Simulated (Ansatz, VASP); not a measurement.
# SrTiO3: VASP beside Ansatz

INCAR

```
SYSTEM = SrTiO3
PREC = Accurate ; ENCUT = 520
EDIFF = 1E-6 ; ISMEAR = 0
SIGMA = 0.05 ; LREAL = .FALSE.
LASPH = .TRUE. ; NELM = 60
ALGO = Normal ; ISIF = 2
LWAVE = .FALSE. ; LCHARG = .TRUE.
GGA = PS ; LELF = .TRUE.
LVHAR = .TRUE. ; NBANDS = 51
```

File KPOINTS:

```
regular mesh
0
G
  8 8 8
  0 0 0
```

The input POSCAR:

```
SrTiO3
1.0
   -2.6617565719      2.6617565719      3.7870593398
    2.6617565719     -2.6617565719      3.7870593398
    2.6617565719      2.6617565719     -3.7870593398
Sr Ti O
2 2 6
Direct
    0.7500000000      0.2500000000      0.5000000000
    0.2500000000      0.7500000000      0.5000000000
    0.0000000000      0.0000000000      0.0000000000
    0.5000000000      0.5000000000      0.0000000000
    0.2500000000      0.2500000000      0.0000000000
    0.7500000000      0.7500000000      0.0000000000
    0.7252818597      0.2252818597      0.9505637194
    0.2252818597      0.2747181403      0.5000000000
    0.2747181403      0.7747181403      0.0494362806
    0.7747181403      0.7252818597      0.5000000000
```

Input for Ansatz:

```yaml
crystal:
  lattice:
    - [-2.6617565719, 2.6617565719, 3.7870593398]
    - [2.6617565719, -2.6617565719, 3.7870593398]
    - [2.6617565719, 2.6617565719, -3.7870593398]
  atoms:
    - { symbol: Sr, position: [0.75, 0.25, 0.5] }
    - { symbol: Sr, position: [0.25, 0.75, 0.5] }
    - { symbol: Ti, position: [0.0, 0.0, 0.0] }
    - { symbol: Ti, position: [0.5, 0.5, 0.0] }
    - { symbol: O, position: [0.25, 0.25, 0.0] }
    - { symbol: O, position: [0.75, 0.75, 0.0] }
    - { symbol: O, position: [0.7252818597, 0.2252818597, 0.9505637194] }
    - { symbol: O, position: [0.2252818597, 0.2747181403, 0.5] }
    - { symbol: O, position: [0.2747181403, 0.7747181403, 0.0494362806] }
    - { symbol: O, position: [0.7747181403, 0.7252818597, 0.5] }
basis:
  ecutwfc: 520.0
kpoints:
  mp_grid: { grid: [8, 8, 8] }
hamiltonian:
  xc: pbesol
  pseudopotentials: { kind: paw, azcp: { folder: soft_1 } }
scf:
  occupations: { method: gaussian, width: 0.05 }
output:
  forces: true
  stress: true
  eigenvalues: true
```

Change from the starting cell: equal engineering shear yz, xz and xy +0.0000, equal normal strain along x, y and z -0.0300.

Alike in both runs: task single point; functional PBEsol; k mesh 8 × 8 × 8; occupations gaussian, width 0.05 eV; no spin polarisation.

|  | VASP | Ansatz |
| --- | --- | --- |
| version | VASP 6.6.1 | Ansatz 0.2.0 |
| potentials or method | VASP PAW PBE potentials, release 64 (Sr_sv, Ti_sv, O), cutoff 520 eV | scalar-relativistic, plane waves, PAW |
| valence electrons in the cell | 80 | 80 |

VASP gave:

| Item | Value |
| --- | --- |
| gap on the k mesh at the Fermi level (eV) | 2.11 |
| least direct gap on the mesh (eV) | 2.12 |
| pressure (GPa) | 21.6 |
| traceless stress, the component that is largest in VASP (GPa) | 0.35 |
| rms of the force components (eV/Å) | 0.025 |

Q: Which values does Ansatz return?

A: gap on the k mesh at the Fermi level (eV): 2.15; least direct gap on the mesh (eV): 2.16; pressure (GPa): 20.8; traceless stress, the component that is largest in VASP (GPa): 0.31; rms of the force components (eV/Å): 0.030.

VASP's potentials were made for PBE, not for PBEsol, and Ansatz warns of the same on its side. Atom by atom the forces differ by 0.005 eV/Å (rms over components).
